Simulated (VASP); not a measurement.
Here is a VASP 6.6.1 calculation.

The input POSCAR:

```
Lu
1.0
    3.5180521701      0.0000000000      0.0000000000
   -1.7590260851      3.0467225512      0.0000000000
    0.0000000000      0.0000000000      5.4460843400
Lu
2
Direct
    0.3333333333      0.6666666667      0.2500000000
    0.6666666667      0.3333333333      0.7500000000
```

The input INCAR.step1:

```
  PREC = Accurate
  ENCUT = 520
  ISMEAR = -1
  SIGMA = 0.03
  LREAL = F
  LASPH = T
  NELM = 100
  NBANDS = 32
  GGA = PE
  ALGO = Normal
  EDIFF = 1E-4
  LWAVE = T
  LCHARG = F
```

Contents of INCAR.step2:

```
  PREC = Accurate
  ENCUT = 520
  EDIFF = 1E-8
  ISMEAR = -1
  SIGMA = 0.03
  LREAL = F
  LASPH = T
  NELM = 100
  ALGO = Normal
  ISIF = 2
  LWAVE = F
  LCHARG = F
  METAGGA = R2SCAN
  LMIXTAU = T
  LEFG = T
  NBANDS = 32
  ISTART = 1
```

The input KPOINTS:

```
Automatic mesh
0
Gamma
  12 12 7
```

Potentials or basis: VASP PAW PBE potentials, release 64 (Lu).

Command:

```console
$ cat potpaw_PBE.64/Lu/POTCAR > POTCAR
$ cp INCAR.step1 INCAR
$ mpirun -np 1 vasp_std > vasp.out
$ cp INCAR.step2 INCAR
$ mpirun -np 1 vasp_std > vasp.out
```

Q: Predict the band gap on the k mesh.

A: Zero (bands 25 and 26 overlap by 1.76 eV).

Q: What does it give for the pressure?

A: 0.0 GPa.

Electric field gradients, principal values (V/Å²):
| atom | least | middle | greatest (by size) |
| --- | --- | --- | --- |
| 1 Lu | -42.155 | -42.155 | 84.310 |
| 2 Lu | -42.155 | -42.155 | 84.310 |

Caveat: without QUAD_EFG the Cq values of the log hold for a quadrupole moment of 1 mb, not for the nuclei; the PAW data sets were made with another functional, which shifts forces and pressure a little; spin-orbit coupling is left out, which moves the levels of the heavy elements.
